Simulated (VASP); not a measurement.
Set up this calculation in VASP 6.6.1, as the native input.

```
Task                   : relaxation of cell and atoms
Functional             : PBE
Potentials or basis    : VASP PAW PBE potentials, release 64 (Ge_d)
Cutoff                 : 600 eV
k mesh                 : 6 × 6 × 6
Occupations            : gaussian, width 0.05 eV
Spin                   : no spin polarisation
Dipole correction      : no
Further INCAR settings : ALGO = Normal; EDIFF = 1e-06; IBRION = 2; EDIFFG = -0.02; NSW = 60; ISIF = 3
```

The structure of Ge lies in POSCAR:

```
Ge
1.0
    0.0000000000      2.8289100000      2.8289100000
    2.8289100000      0.0000000000      2.8289100000
    2.8289100000      2.8289100000      0.0000000000
Ge
2
Direct
    0.0000000000      0.0000000000      0.0000000000
    0.2500000000      0.2500000000      0.2500000000
```

The input as run:

INCAR

```
ALGO = Normal ; EDIFF = 1E-6
EDIFFG = -0.02 ; ENCUT = 600
GGA = PE ; IBRION = 2
ISIF = 3 ; ISMEAR = 0
LASPH = T ; LCHARG = F
LREAL = F ; LWAVE = F
NELM = 80 ; NSW = 60
PREC = Accurate ; SIGMA = 0.05
```

KPOINTS

```
k-points
0
Gamma
  6 6 6
```

Potentials or basis: VASP PAW PBE potentials, release 64 (Ge_d).

Run with:

```console
$ cat potpaw_PBE.64/Ge_d/POTCAR > POTCAR
$ mpirun -np 1 vasp_std > vasp.out
```

It gave:

```json
{
  "Relaxed volume": "23.90 Å³/atom",
  "Relaxed cell": "a = 4.074 Å, b = 4.074 Å, c = 4.074 Å, α = 60.00°, β = 60.00°, γ = 60.00°",
  "Space group after relaxing (to 0.1 Å)": "Fd-3m (No. 227)",
  "Energy gained by relaxing": "14.2 meV/atom",
  "Ionic steps": "5",
  "Pressure after relaxing": "0.0 GPa",
  "Band gap on the k mesh": "zero (filled and empty bands touch)"
}
```

Caveat: semilocal functionals underestimate gaps, so a narrow gap can read as zero.

Wall time 32 s on 1 thread of Intel(R) Xeon(R) Platinum 8488C (Sapphire Rapids), with other jobs on the host, peak memory 0.18 GiB.
